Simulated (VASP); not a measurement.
Wanted: the native input for a VASP 6.6.1 run.

| Property | Result |
| --- | --- |
| Task | relaxation of cell and atoms |
| Functional | PBEsol |
| Potentials or basis | VASP PAW PBE potentials, release 64 (Li_sv, Cl) |
| Cutoff | 600 eV |
| k mesh | 8 × 8 × 8 |
| Occupations | fermi-dirac, width 0.03 eV |
| Spin | no spin polarisation |
| Dipole correction | no |
| Further INCAR settings | ALGO = Normal; EDIFF = 1e-07; IBRION = 2; EDIFFG = -0.01; NSW = 100; ISIF = 3 |

The structure of LiCl lies in POSCAR:

```
LiCl
1.0
   -1.7589504700      1.7589504700      5.3098483700
    1.7589504700     -1.7589504700      5.3098483700
    1.7589504700      1.7589504700     -5.3098483700
Li Cl
2 2
Direct
    0.8845159600      0.8845159600      0.0000000000
    0.1154840400      0.1154840400      0.0000000000
    0.6881518000      0.6881518000      0.0000000000
    0.3118482000      0.3118482000      0.0000000000
```

The input as run:

INCAR

```
PREC     = Accurate       # precision mode
ENCUT    = 600            # plane-wave cutoff, eV
EDIFF    = 1E-7           # SCF threshold, eV
ISMEAR   = -1             # smearing method
SIGMA    = 0.03           # smearing width, eV
LREAL    = F              # projectors in reciprocal space
LASPH    = T              # aspherical terms in the spheres
NELM     = 100            # most SCF steps
ALGO     = Normal         # electronic algorithm
ISIF     = 3              # what is computed and relaxed
LWAVE    = F              # write WAVECAR
LCHARG   = F              # write CHGCAR
GGA      = PS             # functional
IBRION   = 2              # ionic algorithm
NSW      = 100            # ionic steps
EDIFFG   = -0.01          # ionic threshold
```

KPOINTS

```
Automatic mesh
0
Gamma
  8 8 8
```

Potentials or basis: VASP PAW PBE potentials, release 64 (Li_sv, Cl).

Command:

```bash
$ cat potpaw_PBE.64/Li_sv/POTCAR potpaw_PBE.64/Cl/POTCAR > POTCAR
$ mpirun -np 1 vasp_std > vasp.out
```

It gave:

```yaml
Relaxed_volume: 19.89 Å³/atom
Relaxed_cell: a = 7.033 Å, b = 7.033 Å, c = 7.033 Å, α = 151.40°, β = 151.40°, γ = 40.89°
Space_group_after_relaxing_to_0.1_Å: I4/mmm (No. 139)
Energy_gained_by_relaxing: 703.0 meV/atom
Ionic_steps: 27
Pressure_after_relaxing: 0.0 GPa
Largest_force_after_relaxing: 0.008 eV/Å
Band_gap_on_the_k_mesh: 5.68 eV (least direct gap 5.89 eV)
```

Caveat: the cutoff is under 1.25 times the usual one of these potentials, so pressure, stress and relaxed cells hold a basis-set (Pulay) error; the volume moved by over 15 % at a fixed basis, so the end points are rough; the PAW data sets were made with another functional, which shifts forces and pressure a little.

Wall time 35 min on 1 thread of Intel(R) Xeon(R) Platinum 8488C (Sapphire Rapids), on a shared host, peak memory 0.35 GiB.
